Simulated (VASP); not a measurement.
A run of VASP 6.6.1 is set up as follows.

POSCAR

```
Al
1.0
   -1.5587357247      1.5587357247      1.5587357247
    1.5587357247     -1.5587357247      1.5587357247
    1.5587357247      1.5587357247     -1.5587357247
Al
1
Direct
    0.0000000000      0.0000000000      0.0000000000
```

The input INCAR.step1:

```
ALGO = Normal ; EDIFF = 1E-4
ENCUT = 520 ; GGA = PE
ISMEAR = -1 ; LASPH = T
LCHARG = F ; LREAL = F
LWAVE = T ; NBANDS = 8
NELM = 80 ; PREC = Accurate
SIGMA = 0.05
```

Contents of INCAR.step2:

```
ALGO = Normal ; EDIFF = 1E-6
ENCUT = 520 ; ISIF = 2
ISMEAR = -1 ; ISTART = 1
LASPH = T ; LCHARG = T
LELF = T ; LMIXTAU = T
LREAL = F ; LVHAR = T
LWAVE = F ; METAGGA = R2SCAN
NBANDS = 8 ; NELM = 80
PREC = Accurate ; SIGMA = 0.05
```

The input KPOINTS:

```
k-points
0
Gamma
  12 12 12
```

Potentials or basis: VASP PAW PBE potentials, release 64 (Al).

The run is started by

```sh
$ cat potpaw_PBE.64/Al/POTCAR > POTCAR
$ cp INCAR.step1 INCAR
$ mpirun -np 1 vasp_std > vasp.out
$ cp INCAR.step2 INCAR
$ mpirun -np 1 vasp_std > vasp.out
```

**Question.** What does it give for the pressure?

**Answer.** 6.0 GPa.

Caveat: the PAW data sets were made with another functional, which shifts forces and pressure a little.
